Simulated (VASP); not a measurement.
A run of VASP 6.6.1:

Contents of INCAR:

```
SYSTEM = Au
PREC     = Accurate       ! precision mode
ENCUT    = 520            ! plane-wave cutoff, eV
EDIFF    = 1E-7           ! SCF threshold, eV
ISMEAR   = -1             ! smearing method
SIGMA    = 0.08           ! smearing width, eV
LREAL    = .False.        ! projectors in reciprocal space
LASPH    = .True.         ! aspherical terms in the spheres
NELM     = 80             ! most SCF steps
ALGO     = Normal         ! electronic algorithm
ISIF     = 2              ! what is computed and relaxed
LWAVE    = .False.        ! write WAVECAR
LCHARG   = .False.        ! write CHGCAR
GGA      = PE             ! functional
NBANDS   = 18             ! bands
```

KPOINTS

```
Automatic mesh
0
Gamma
  15 15 8
  0 0 0
```

POSCAR

```
Au
1.0
    2.8670389419      0.0000000000      0.0000000000
   -1.4335194709      2.4829285573      0.0000000000
    0.0000000000      0.0000000000      4.8029116144
Au
2
Direct
    0.3333333333      0.6666666667      0.2500000000
    0.6666666667      0.3333333333      0.7500000000
```

Potentials or basis: VASP PAW PBE potentials, release 64 (Au).

Command:

```console
$ cat potpaw_PBE.64/Au/POTCAR > POTCAR
$ mpirun -np 1 vasp_std > vasp.out
```

Hardware: 1 thread of Intel(R) Xeon(R) Platinum 8488C (Sapphire Rapids) (shared host).

Task: Estimate the wall time of this run.

Result: It took 24 s on 1 thread of Intel(R) Xeon(R) Platinum 8488C (Sapphire Rapids), on a shared host, peak memory 0.2 GiB. Counts: scf iterations 11, k points 135.
